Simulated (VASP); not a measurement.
A run of VASP 6.6.1 is set up as follows.

File INCAR:

```
PREC = Accurate
ENCUT = 520
EDIFF = 1E-6
ISMEAR = -1
SIGMA = 0.15
LREAL = F
LASPH = T
NELM = 80
ALGO = Normal
ISIF = 2
LWAVE = F
LCHARG = F
NBANDS = 16
```

The input KPOINTS:

```
Automatic mesh
0
Gamma
  14 14 8
```

POSCAR

```
Ir
1.0
    2.7513780000      0.0000000000      0.0000000000
   -1.3756890000      2.3827632434      0.0000000000
    0.0000000000      0.0000000000      4.4622900000
Ir
2
Direct
    0.6666666667      0.3333333333      0.7500000000
    0.3333333333      0.6666666667      0.2500000000
```

Potentials or basis: VASP PAW LDA potentials, release 64 (Ir).

The run is started by

```sh
$ cat potpaw_LDA.64/Ir/POTCAR > POTCAR
$ mpirun -np 1 vasp_std > vasp.out
```

(1) What does it give for the pressure?

(2) What does it give for the band gap on the k mesh?

## Answers

(1) -15.1 GPa.

(2) zero (band 9 reaches 10.77 eV, above the bottom of band 10 at 7.61 eV).

Caveat: spin-orbit coupling is left out, which moves the levels of the heavy elements.
